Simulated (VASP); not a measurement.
# Cr (Pm-3m) in VASP: further runs

Cr is run at these levels: BLYP; tasks: single point.

Everything below comes from runs of VASP 6.6.1. Logs are shortened: lines on timing, memory, paths and dates and some standing lists are left out, and cuts for length are marked.

### Step 1. The cell of the first run

It takes space group Pm-3m (No. 221, cubic). The conventional cell has a = 2.336 Å, b = 2.336 Å, c = 2.336 Å, α = 90.00°, β = 90.00°, γ = 90.00°. Cr (site symmetry m-3m) has 6 Cr at 2.34 Å within 3.1 Å.

### Step 2. Single point, BLYP (volume scaled by 0.96)

File INCAR:

```
SYSTEM = Cr
  PREC = Accurate
  ENCUT = 520
  EDIFF = 1E-6
  ISMEAR = -1
  SIGMA = 0.1
  LREAL = .FALSE.
  LASPH = .TRUE.
  NELM = 60
  ALGO = Normal
  ISIF = 2
  LWAVE = .FALSE.
  LCHARG = .TRUE.
  GGA = B5
  ALDAX = 1.0
  AGGAX = 1.0
  AGGAC = 1.0
  ALDAC = 0.0
  LELF = .TRUE.
  LVHAR = .TRUE.
  NBANDS = 12
```

File KPOINTS:

```
Automatic mesh
0
G
  15 15 15
  0 0 0
```

File POSCAR:

```
Cr
1.0
    2.3355957285      0.0000000000      0.0000000000
    0.0000000000      2.3355957285      0.0000000000
    0.0000000000      0.0000000000      2.3355957285
Cr
1
Direct
    0.0000000000      0.0000000000      0.0000000000
```

Potentials or basis: VASP PAW PBE potentials, release 64 (Cr_pv).

On the command line:

```sh
$ cat potpaw_PBE.64/Cr_pv/POTCAR > POTCAR
$ mpirun -np 1 vasp_std > vasp.out
```

OUTCAR:

```text
SYSTEM = Cr
   PREC = Accurate
   ENCUT = 520
   EDIFF = 1E-6
   ISMEAR = -1
   LREAL = .FALSE.
   LASPH = .TRUE.
   NELM = 60
   ISIF = 2
   GGA = B5

 ion  position               nearest neighbor table
   1  0.000  0.000  0.000-

  LATTYP: Found a simple cubic cell.
 ALAT       =     2.3355957285

  Lattice vectors:

 A1 = (   2.3355957285,   0.0000000000,   0.0000000000)
 A2 = (   0.0000000000,   2.3355957285,   0.0000000000)
 A3 = (   0.0000000000,   0.0000000000,   2.3355957285)

Analysis of symmetry for initial positions (statically):
=====================================================================
 Subroutine PRICEL returns:
 Original cell was already a primitive cell.

 Routine SETGRP: Setting up the symmetry group for a
 simple cubic supercell.

 Subroutine GETGRP returns: Found 48 space group operations
 (whereof 48 operations were pure point group operations)
 out of a pool of 48 trial point group operations.

The static configuration has the point symmetry O_h .

Analysis of symmetry for dynamics (positions and initial velocities):
=====================================================================
 Subroutine PRICEL returns:
 Original cell was already a primitive cell.

 Routine SETGRP: Setting up the symmetry group for a
 simple cubic supercell.

 Subroutine GETGRP returns: Found 48 space group operations
 (whereof 48 operations were pure point group operations)
 out of a pool of 48 trial point group operations.

The dynamic configuration has the point symmetry O_h .

 Subroutine INISYM returns: Found 48 space group operations
 (whereof 48 operations are pure point group operations),
 and found     1 'primitive' translations

----------------------------------------------------------------------------------------

                                     Primitive cell

  volume of cell :      12.7407

  direct lattice vectors                    reciprocal lattice vectors
     2.335595728  0.000000000  0.000000000     0.428156289  0.000000000  0.000000000
     0.000000000  2.335595728  0.000000000     0.000000000  0.428156289  0.000000000
     0.000000000  0.000000000  2.335595728     0.000000000  0.000000000  0.428156289

  length of vectors
     2.335595728  2.335595728  2.335595728     0.428156289  0.428156289  0.428156289

  position of ions in fractional coordinates (direct lattice)
     0.000000000  0.000000000  0.000000000

  ion indices of the primitive-cell ions
   primitive index   ion index
                 1           1

----------------------------------------------------------------------------------------

 KPOINTS: Automatic mesh

Automatic generation of k-mesh.
 Grid dimensions read from file:
 generate k-points for:   15   15   15

 Generating k-lattice:

  Cartesian coordinates                     Fractional coordinates (reciprocal lattice)
     0.028543753  0.000000000  0.000000000     0.066666667  0.000000000  0.000000000
     0.000000000  0.028543753  0.000000000     0.000000000  0.066666667  0.000000000
     0.000000000  0.000000000  0.028543753     0.000000000  0.000000000  0.066666667

  Length of vectors
     0.028543753  0.028543753  0.028543753

  Shift w.r.t. Gamma in fractional coordinates (k-lattice)
     0.000000000  0.000000000  0.000000000

 Subroutine IBZKPT returns following result:
 ===========================================

 Found    120 irreducible k-points:

 Following reciprocal coordinates:
            Coordinates               Weight
  0.000000  0.000000  0.000000      1.000000
  0.066667  0.000000  0.000000      6.000000
  0.133333  0.000000  0.000000      6.000000
  0.200000  0.000000  0.000000      6.000000
  0.266667  0.000000  0.000000      6.000000
  0.333333  0.000000  0.000000      6.000000
[... 16 lines left out ...]
  0.266667  0.200000  0.000000     24.000000
  0.333333  0.200000  0.000000     24.000000
 [... further k-points ...]
   k-points           NKPTS =    120   k-points in BZ     NKDIM =    120   number of bands    NBANDS=     12
   number of dos      NEDOS =    301   number of ions     NIONS =      1
   total plane-waves  NPLWV =   5832
   dimension x,y,z NGX =    18 NGY =   18 NGZ =   18
   dimension x,y,z NGXF=    36 NGYF=   36 NGZF=   36
   ions per type =               1
   NGX,Y,Z   is equivalent  to a cutoff of  12.81, 12.81, 12.81 a.u.
   NGXF,Y,Z  is equivalent  to a cutoff of  25.62, 25.62, 25.62 a.u.
 SYSTEM =  Cr
   PREC   = accura    normal or accurate (medium, high low for compatibility)
   ISTART =      0    job   : 0-new  1-cont  2-samecut
   ICHARG =      2    charge: 1-file 2-atom 10-const
   ISPIN  =      1    spin polarized calculation?
   LNONCOLLINEAR =      F non collinear calculations
   LSORBIT =      F    spin-orbit coupling
   LASPH  =      T    aspherical Exc in radial PAW
   ENCUT  =  520.0 eV  38.22 Ry    6.18 a.u.   4.34  4.34  4.34*2*pi/ulx,y,z
   NELM   =     60;   NELMIN=  2; NELMDL= -5     # of ELM steps
   EDIFF  = 0.1E-05   stopping-criterion for ELM
   LREAL  =      F    real-space projection
   EDIFFG = 0.1E-04   stopping-criterion for IOM
   NSW    =      0    number of steps for IOM
   IBRION =     -1    ionic relax: 0-MD 1-quasi-New 2-CG
   NFREE  =      0    steps in history (QN), initial steepest desc. (CG)
   ISIF   =      2    stress and relaxation
   ISYM   =      2    0-nonsym 1-usesym 2-fastsym
   POTIM  = 0.5000    time-step for ionic-motion
   TEBEG  =    0.0;   TEEND  =   0.0 temperature during run
   PSTRESS=    0.0 pullay stress
   NELECT =      12.0000    total number of electrons
   NUPDOWN=      -1.0000    fix difference up-down
   EMIN   =  10.00;   EMAX   =-10.00  energy-range for DOS
   EFERMI =   0.00;   METHOD = LEGACY
   ISMEAR =    -1;   SIGMA  =   0.10  broadening in eV -4-tet -1-fermi 0-gaus
   EFERMI_NEDOS =   21; number of points for ismear=-14 and -15
   IALGO  =     38    algorithm
   IMIX   =      4    mixing-type and parameters
     AMIX     =   0.40;   BMIX     =  1.00
     AMIX_MAG =   1.60;   BMIX_MAG =  1.00
  volume/ion in A,a.u.               =      12.74        85.98
  Fermi-wavevector in a.u.,A,eV,Ry     =   1.604738  3.032516 35.037523  2.575185
  Thomas-Fermi vector in A             =   2.701195
   LORBIT       =      0    0 simple, 1 ext, 2 COOP (PROOUT), +10 PAW based schemes
   GGA     = B5    functional components
   LHFCALC =     F    Hartree Fock is set to
   AEXX    =    0.0000 exact exchange contribution
   IVDW    =     0    specifies the selected vdW correction
   LEPSILON=     F    determine dielectric tensor
   LRPA    =     F    only Hartree local field effects (RPA)
 non-spin polarized calculation
  energy-cutoff  :      520.00
  volume of cell :       12.74
 maximum number of plane-waves:       354
 NGX is ok and might be reduce to    18
   NGX =  9   NGY =  9   NGZ =  9

 number of electron      11.9999999 magnetization

 Free energy of the ion-electron system (eV)
  ---------------------------------------------------
  ext. energy  EPLUGINS =         0.00000000
  ---------------------------------------------------
  free energy    TOTEN  =        -7.49188230 eV

  energy without entropy =       -7.44151074  energy(sigma->0) =       -7.46669652

 E-fermi :  10.1696     XC(G=0): -12.3872

 val. band max:       10.1590607767   @ k =   0.4667   0.4667   0.1333
 cond. band min:      10.1713801459   @ k =   0.4000   0.2667   0.0000
 fundamental gap:      0.0123193692
 Fermi energy:        10.1696278727

 k-point     1 :       0.0000    0.0000    0.0000
  band No.  band energies     occupation
      1     -32.1788      2.00000
      2     -32.1788      2.00000
      3     -32.1788      2.00000
      4       3.0434      2.00000
      5       6.9524      2.00000
      6       6.9524      2.00000
      7      12.6706      0.00000
      8      12.6706      0.00000
      9      12.6706      0.00000
     10      17.3933      0.00000
     11      29.9949      0.00000
     12      29.9949      0.00000

 k-point     2 :       0.0667    0.0000    0.0000
  band No.  band energies     occupation
      1     -32.2266      2.00000
      2     -32.1748      2.00000
      3     -32.1748      2.00000
      4       3.1865      2.00000
      5       6.9827      2.00000
      6       7.0574      2.00000
      7      12.5718      0.00000
      8      12.5718      0.00000
      9      12.6782      0.00000
     10      17.3932      0.00000
     11      28.7138      0.00000
     12      30.2119      0.00000

 k-point     3 :       0.1333    0.0000    0.0000
  band No.  band energies     occupation
      1     -32.3604      2.00000
      2     -32.1633      2.00000
      3     -32.1633      2.00000
      4       3.5989      2.00000
      5       7.0695      2.00000
      6       7.3633      2.00000
      7      12.3009      0.00000
      8      12.3010      0.00000
      9      12.6997      0.00000
     10      17.3932      0.00000
     11      26.3632      0.00000
     12      30.8384      0.00000
[... 286 lines left out ...]
 k-point    23 :       0.2667    0.2000    0.0000
  band No.  band energies     occupation
      1     -32.7307      2.00000
      2     -32.4892      2.00000
      3     -32.0954      2.00000
      4       5.8999      2.00000
      5       7.8659      2.00000
      6       8.9522      1.99999
      7      11.0796      0.00022
      8      11.6094      0.00000
      9      12.0973      0.00000
     10      17.3932      0.00000
     11      22.5784      0.00000
     12      26.3126      0.00000

 k-point    24 :       0.3333    0.2000    0.0000
  band No.  band energies     occupation
      1     -32.9319      2.00000
      2     -32.4667      2.00000
      3     -32.0771      2.00000
      4       6.5224      2.00000
      5       7.9567      2.00000
      6       9.2041      1.99987
      7      11.2645      0.00004
      8      11.4391      0.00001
      9      12.1424      0.00000
     10      17.3932      0.00000
     11      20.5692      0.00000
     12      27.1667      0.00000

 [... further k-points ...]
[... 5 lines left out ...]
  --------------------------------------------------------------------------------------
  -------------------------------------------------------------------------------------
  Total        0.6639368      0.6639368      0.6639368     -0.0000000      0.0000000      0.0000000
  in kB       83.4918934     83.4918934     83.4918934     -0.0000000      0.0000000      0.0000000
  external PRESSURE =      83.4918934 kB  Pullay stress =       0.0000000 kB

 VOLUME and BASIS-vectors are now :
 -----------------------------------------------------------------------------
  energy-cutoff  :      520.00
  volume of cell :       12.74
      direct lattice vectors                 reciprocal lattice vectors
     2.335595728  0.000000000  0.000000000     0.428156289  0.000000000  0.000000000
     0.000000000  2.335595728  0.000000000     0.000000000  0.428156289  0.000000000
     0.000000000  0.000000000  2.335595728     0.000000000  0.000000000  0.428156289

 POSITION                                       TOTAL-FORCE (eV/Angst)
 -----------------------------------------------------------------------------------
      0.00000      0.00000      0.00000         0.000000      0.000000      0.000000
 -----------------------------------------------------------------------------------
    total drift:                               -0.000000      0.000000      0.000000

  FREE ENERGIE OF THE ION-ELECTRON SYSTEM (eV)
  ---------------------------------------------------
  free  energy   TOTEN  =        -7.4918822971 eV

  energy  without entropy=       -7.4415107412  energy(sigma->0) =       -7.46669652
```

Wall time 7.3 s (1 thread of Intel Xeon 6975P-C (Granite Rapids), shared host); peak memory 0.13 GiB.

Results:

```
Free energy            : -7.4919 eV
Pressure               : 8.3 GPa
Band gap on the k mesh : zero (band 6 reaches 11.20 eV, above the bottom of band 7 at 9.47 eV)
```

Levels at points of the mesh, in eV from the Fermi level:
| k point | band 2 | band 3 | band 4 | band 5 | band 6 | band 7 | band 8 | band 9 | band 10 | band 11 |
| --- | --- | --- | --- | --- | --- | --- | --- | --- | --- | --- |
| (0.00, 0.00, 0.00) | -42.35 | -42.35 | -7.13 | -3.22 | -3.22 | 2.50 | 2.50 | 2.50 | 7.22 | 19.83 |

Caveat: the PAW data sets were made with another functional, which shifts forces and pressure a little; the run has no spin polarisation, though such a crystal can be magnetic. Spin polarisation is off, so any magnetic state and its effect on volume and gap are missing.

(Continued in part 2 of 2.)
